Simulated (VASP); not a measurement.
# KAl3Pb2 (R-3m) in VASP: single point with PBE

Aim: the single point of KAl3Pb2 with PBE.

All numbers are computed with VASP 6.6.1; they aren't measurements. Logs are shortened: lines on timing, memory, paths and dates and some standing lists are left out, and cuts for length are marked.

### 1 The cell of the first run

Symmetry: R-3m, No. 166, trigonal system. The conventional cell has a = 4.795 Å, b = 4.795 Å, c = 27.247 Å, α = 90.00°, β = 90.00°, γ = 120.00°. Within 4.9 Å of K (site symmetry -3m) lie 2 Al at 3.72 Å and 6 Pb at 3.75 Å and 6 K at 4.80 Å. Al (site symmetry 3m) has 4 Pb at 2.84 to 3.01 Å and 6 Al at 2.89 to 3.22 Å within 3.7 Å. Al (site symmetry -3m) has 6 Al at 2.89 Å and 6 Pb at 3.42 Å within 3.8 Å. Pb (site symmetry 3m) has 7 Al at 2.84 to 3.42 Å within 3.7 Å.

### 2 Single point, PBE

INCAR

```
PREC = Accurate ; ENCUT = 520
EDIFF = 1E-6 ; ISMEAR = 0
SIGMA = 0.1 ; LREAL = False
LASPH = True ; NELM = 80
ALGO = Fast ; ISIF = 2
LWAVE = False ; LCHARG = False
GGA = PE ; NBANDS = 32
```

KPOINTS

```
Automatic mesh
0
Gamma
  6 6 6
```

POSCAR

```
KAl3Pb2
1.0
    2.3975692480      1.3842372507      9.0821775879
   -2.3975692480      1.3842372507      9.0821775879
    0.0000000000     -2.7684745015      9.0821775879
K Al Pb
1 3 2
Direct
    0.0000000000      0.0000000000      0.0000000000
    0.1364685626      0.1364685626      0.1364685626
    0.8635314374      0.8635314374      0.8635314374
    0.5000000000      0.5000000000      0.5000000000
    0.2405860540      0.2405860540      0.2405860540
    0.7594139460      0.7594139460      0.7594139460
```

Potentials or basis: VASP PAW PBE potentials, release 64 (K_sv, Al, Pb_d).

The run is started by

```
cat potpaw_PBE.64/K_sv/POTCAR potpaw_PBE.64/Al/POTCAR potpaw_PBE.64/Pb_d/POTCAR > POTCAR
mpirun -np 1 vasp_std > vasp.out
```

OUTCAR:

```text
PREC = Accurate
   ENCUT = 520
   EDIFF = 1E-6
   ISMEAR = 0
   LREAL = False
   LASPH = True
   NELM = 80
   ISIF = 2
   GGA = PE

 ion  position               nearest neighbor table
   1  0.000  0.000  0.000-   6 3.75   6 3.75   5 3.75   5 3.75   6 3.75   5 3.75
   2  0.136  0.136  0.136-   5 2.84   4 2.89   4 2.89   4 2.89   6 3.01   6 3.01   6 3.01   3 3.22
                             3 3.22   3 3.22
   3  0.864  0.864  0.864-   6 2.84   4 2.89   4 2.89   4 2.89   5 3.01   5 3.01   5 3.01   2 3.22
                             2 3.22   2 3.22
   4  0.500  0.500  0.500-   2 2.89   3 2.89   2 2.89   2 2.89   3 2.89   3 2.89   5 3.42   6 3.42
                             5 3.42   6 3.42   5 3.42   6 3.42
   5  0.241  0.241  0.241-   2 2.84   3 3.01   3 3.01   3 3.01   4 3.42   4 3.42   4 3.42   1 3.75
                             1 3.75   1 3.75
   6  0.759  0.759  0.759-   3 2.84   2 3.01   2 3.01   2 3.01   4 3.42   4 3.42   4 3.42   1 3.75
                             1 3.75   1 3.75

  LATTYP: Found a trigonal (rhomboedric) cell.
 ALAT       =     9.4947564899
 COS(alpha) =     0.8724722631

  Lattice vectors:

 A1 = (   2.3975692480,   1.3842372507,   9.0821775879)
 A2 = (  -2.3975692480,   1.3842372507,   9.0821775879)
 A3 = (   0.0000000000,  -2.7684745015,   9.0821775879)

Analysis of symmetry for initial positions (statically):
=====================================================================
 Subroutine PRICEL returns:
 Original cell was already a primitive cell.

 Routine SETGRP: Setting up the symmetry group for a
 trigonal (rhombohedral) supercell.

 Subroutine GETGRP returns: Found 12 space group operations
 (whereof 12 operations were pure point group operations)
 out of a pool of 12 trial point group operations.

The static configuration has the point symmetry D_3d.

Analysis of symmetry for dynamics (positions and initial velocities):
=====================================================================
 Subroutine PRICEL returns:
 Original cell was already a primitive cell.

 Routine SETGRP: Setting up the symmetry group for a
 trigonal (rhombohedral) supercell.

 Subroutine GETGRP returns: Found 12 space group operations
 (whereof 12 operations were pure point group operations)
 out of a pool of 12 trial point group operations.

The dynamic configuration has the point symmetry D_3d.

 Subroutine INISYM returns: Found 12 space group operations
 (whereof 12 operations are pure point group operations),
 and found     1 'primitive' translations

----------------------------------------------------------------------------------------

                                     Primitive cell

  volume of cell :     180.8518

  direct lattice vectors                    reciprocal lattice vectors
     2.397569248  1.384237251  9.082177588     0.208544550  0.120403252  0.036701918
    -2.397569248  1.384237251  9.082177588    -0.208544550  0.120403252  0.036701918
     0.000000000 -2.768474502  9.082177588     0.000000000 -0.240806504  0.036701918

  length of vectors
     9.494756490  9.494756490  9.494756490     0.243587363  0.243587363  0.243587363

  position of ions in fractional coordinates (direct lattice)
     0.000000000  0.000000000  0.000000000
     0.136468563  0.136468563  0.136468563
     0.863531437  0.863531437  0.863531437
     0.500000000  0.500000000  0.500000000
     0.240586054  0.240586054  0.240586054
     0.759413946  0.759413946  0.759413946

  ion indices of the primitive-cell ions
   primitive index   ion index
                 1           1
                 2           2
                 3           3
                 4           4
                 5           5
                 6           6

----------------------------------------------------------------------------------------

 KPOINTS: Automatic mesh

Automatic generation of k-mesh.
 Grid dimensions read from file:
 generate k-points for:    6    6    6

 Generating k-lattice:

  Cartesian coordinates                     Fractional coordinates (reciprocal lattice)
     0.034757425  0.020067209  0.006116986     0.166666667  0.000000000  0.000000000
    -0.034757425  0.020067209  0.006116986     0.000000000  0.166666667  0.000000000
     0.000000000 -0.040134417  0.006116986     0.000000000  0.000000000  0.166666667

  Length of vectors
     0.040597894  0.040597894  0.040597894

  Shift w.r.t. Gamma in fractional coordinates (k-lattice)
     0.000000000  0.000000000  0.000000000

 Subroutine IBZKPT returns following result:
 ===========================================

 Found     32 irreducible k-points:

 Following reciprocal coordinates:
            Coordinates               Weight
  0.000000  0.000000  0.000000      1.000000
  0.166667  0.000000  0.000000      6.000000
  0.333333  0.000000 -0.000000      6.000000
  0.500000  0.000000 -0.000000      3.000000
  0.166667  0.166667  0.000000      6.000000
  0.333333  0.166667  0.000000     12.000000
[... 16 lines left out ...]
  0.500000  0.500000  0.166667      6.000000
 -0.333333  0.500000  0.166667     12.000000
 [... further k-points ...]
   k-points           NKPTS =     32   k-points in BZ     NKDIM =     32   number of bands    NBANDS=     32
   number of dos      NEDOS =    301   number of ions     NIONS =      6
   total plane-waves  NPLWV = 373248
   dimension x,y,z NGX =    72 NGY =   72 NGZ =   72
   dimension x,y,z NGXF=   144 NGYF=  144 NGZF=  144
   ions per type =               1   3   2
   NGX,Y,Z   is equivalent  to a cutoff of  12.61, 12.61, 12.61 a.u.
   NGXF,Y,Z  is equivalent  to a cutoff of  25.21, 25.21, 25.21 a.u.
 SYSTEM =  unknown system
   PREC   = accura    normal or accurate (medium, high low for compatibility)
   ISTART =      0    job   : 0-new  1-cont  2-samecut
   ICHARG =      2    charge: 1-file 2-atom 10-const
   ISPIN  =      1    spin polarized calculation?
   LNONCOLLINEAR =      F non collinear calculations
   LSORBIT =      F    spin-orbit coupling
   LASPH  =      T    aspherical Exc in radial PAW
   ENCUT  =  520.0 eV  38.22 Ry    6.18 a.u.  17.65 17.65 17.65*2*pi/ulx,y,z
   NELM   =     80;   NELMIN=  2; NELMDL= -5     # of ELM steps
   EDIFF  = 0.1E-05   stopping-criterion for ELM
   LREAL  =      F    real-space projection
   EDIFFG = 0.1E-04   stopping-criterion for IOM
   NSW    =      0    number of steps for IOM
   IBRION =     -1    ionic relax: 0-MD 1-quasi-New 2-CG
   NFREE  =      0    steps in history (QN), initial steepest desc. (CG)
   ISIF   =      2    stress and relaxation
   ISYM   =      2    0-nonsym 1-usesym 2-fastsym
   POTIM  = 0.5000    time-step for ionic-motion
   TEBEG  =    0.0;   TEEND  =   0.0 temperature during run
   PSTRESS=    0.0 pullay stress
   NELECT =      46.0000    total number of electrons
   NUPDOWN=      -1.0000    fix difference up-down
   EMIN   =  10.00;   EMAX   =-10.00  energy-range for DOS
   EFERMI =   0.00;   METHOD = LEGACY
   ISMEAR =     0;   SIGMA  =   0.10  broadening in eV -4-tet -1-fermi 0-gaus
   EFERMI_NEDOS =   21; number of points for ismear=-14 and -15
   IALGO  =     68    algorithm
   IMIX   =      4    mixing-type and parameters
     AMIX     =   0.40;   BMIX     =  1.00
     AMIX_MAG =   1.60;   BMIX_MAG =  1.00
  volume/ion in A,a.u.               =      30.14       203.41
  Fermi-wavevector in a.u.,A,eV,Ry     =   1.037257  1.960132 14.638543  1.075903
  Thomas-Fermi vector in A             =   2.171686
   LORBIT       =      0    0 simple, 1 ext, 2 COOP (PROOUT), +10 PAW based schemes
   GGA     = PE    functional components
   LHFCALC =     F    Hartree Fock is set to
   AEXX    =    0.0000 exact exchange contribution
   IVDW    =     0    specifies the selected vdW correction
   LEPSILON=     F    determine dielectric tensor
   LRPA    =     F    only Hartree local field effects (RPA)
 non-spin polarized calculation
 RMM-DIIS sequential band-by-band and
 Gauss-broadening in eV      SIGMA  =   0.10
  energy-cutoff  :      520.00
  volume of cell :      180.85
 maximum number of plane-waves:      4898
 NGX is ok and might be reduce to    72
   NGX = 35   NGY = 35   NGZ = 35

 number of electron      46.0000004 magnetization

 Free energy of the ion-electron system (eV)
  ---------------------------------------------------
  ext. energy  EPLUGINS =         0.00000000
  ---------------------------------------------------
  free energy    TOTEN  =       -18.98513367 eV

  energy without entropy =      -18.97900768  energy(sigma->0) =      -18.98207068

 E-fermi :   4.4065     XC(G=0):  -8.4932

 val. band max:        4.3360428737   @ k =   0.5000   0.5000   0.5000
 cond. band min:       4.4366093394   @ k =   0.5000   0.3333   0.3333
 fundamental gap:      0.1005664657
 Fermi energy:         4.4064700350

 k-point     1 :       0.0000    0.0000    0.0000
  band No.  band energies     occupation
      1     -27.2572      2.00000
      2     -12.4152      2.00000
      3     -12.4119      2.00000
      4     -12.4109      2.00000
      5     -12.4109      2.00000
      6     -12.4066      2.00000
[... 24 lines left out ...]
     31       7.7860      0.00000
     32       8.6587      0.00000

 k-point     2 :       0.1667    0.0000    0.0000
  band No.  band energies     occupation
      1     -27.2567      2.00000
      2     -12.4160      2.00000
      3     -12.4132      2.00000
      4     -12.4083      2.00000
      5     -12.4081      2.00000
      6     -12.4054      2.00000
[... 24 lines left out ...]
     31       7.6458      0.00000
     32       9.0535      0.00000
[... 733 lines left out ...]
     31       8.8202      0.00000
     32       9.6080      0.00000

 k-point    24 :      -0.3333    0.5000    0.1667
  band No.  band energies     occupation
      1     -27.2552      2.00000
      2     -12.4194      2.00000
      3     -12.4133      2.00000
      4     -12.4061      2.00000
      5     -12.4046      2.00000
      6     -12.3980      2.00000
[... 24 lines left out ...]
     31       9.2030      0.00000
     32       9.3954      0.00000

 [... further k-points ...]
[... 5 lines left out ...]
  --------------------------------------------------------------------------------------
  -------------------------------------------------------------------------------------
  Total       -0.0365167     -0.0365167     -0.0004155     -0.0000000      0.0000000      0.0000000
  in kB       -0.3235041     -0.3235041     -0.0036811     -0.0000000      0.0000000      0.0000000
  external PRESSURE =      -0.2168964 kB  Pullay stress =       0.0000000 kB

 VOLUME and BASIS-vectors are now :
 -----------------------------------------------------------------------------
  energy-cutoff  :      520.00
  volume of cell :      180.85
      direct lattice vectors                 reciprocal lattice vectors
     2.397569248  1.384237251  9.082177588     0.208544550  0.120403252  0.036701918
    -2.397569248  1.384237251  9.082177588    -0.208544550  0.120403252  0.036701918
     0.000000000 -2.768474502  9.082177588     0.000000000 -0.240806504  0.036701918

 POSITION                                       TOTAL-FORCE (eV/Angst)
 -----------------------------------------------------------------------------------
      0.00000      0.00000      0.00000        -0.000000      0.000000     -0.000000
      0.00000     -0.00000      3.71830        -0.000000     -0.000000      0.001357
      0.00000     -0.00000     23.52824        -0.000000      0.000000     -0.001357
      0.00000     -0.00000     13.62327         0.000000      0.000000     -0.000000
      0.00000     -0.00000      6.55514        -0.000000      0.000000     -0.001782
      0.00000     -0.00000     20.69140        -0.000000     -0.000000      0.001782
 -----------------------------------------------------------------------------------
    total drift:                                0.000000      0.000000      0.000000

  FREE ENERGIE OF THE ION-ELECTRON SYSTEM (eV)
  ---------------------------------------------------
  free  energy   TOTEN  =       -18.9851336727 eV

  energy  without entropy=      -18.9790076846  energy(sigma->0) =      -18.98207068
```

It took 15 min on 1 thread of Intel Xeon 6975P-C (Granite Rapids), shared host; peak memory 0.86 GiB.

What came out:

```
Free energy            : -18.9851 eV
Pressure               : 0.0 GPa
Band gap on the k mesh : zero (band 23 reaches 4.57 eV, above the bottom of band 24 at 3.76 eV)
```

Caveat: spin-orbit coupling is left out, which moves the levels of the heavy elements.
